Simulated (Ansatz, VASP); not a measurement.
**Two plane-wave programs on Ru**

```
Ru
1.0
     2.68952   -0.13448    0.00000
    -1.46122    2.39643    0.00000
     0.00000    0.00000    4.25192
Ru
2
Direct
  0.33333 0.66667 0.25000
  0.66667 0.33333 0.75000
```

Change from the starting cell: strain -0.1000 x Voigt [0, 0, 0, 0, 0, 1], atoms carried along.

Alike in both runs: task single point; functional PBEsol; k mesh 24 × 24 × 14; occupations gaussian, width 0.15 eV; no spin polarisation.

|  | VASP | Ansatz |
| --- | --- | --- |
| version | VASP 6.6.1 | Ansatz 0.2.0 |
| potentials or method | VASP PAW PBE potentials, release 64 (Ru_pv), cutoff 520 eV | scalar-relativistic, plane waves, PAW |
| valence electrons in the cell | 28 | 32 |

|  | VASP | Ansatz | Ansatz less VASP |
| --- | --- | --- | --- |
| gap on the k mesh at the Fermi level (eV) | none | none | - |
| pressure (GPa) | 3.5 | 3.5 | +0.03 |
| traceless stress, the component that is largest in VASP (GPa) | 21.63 | 21.62 | -0.012 |
| rms of the force components (eV/Å) | 0.170 | 0.169 | -0.0014 |

VASP's potentials were made for PBE, not for PBEsol. Atom by atom the forces differ by 0.001 eV/Å (rms over components). A gap of «none» marks a metal or a gap that the smearing closes. With one functional, cell and mesh, what is left measures potentials, basis and numerics. VASP's potentials hold 28 valence electrons a cell and Ansatz's 32, so a difference there can come from the potentials and not from the codes.
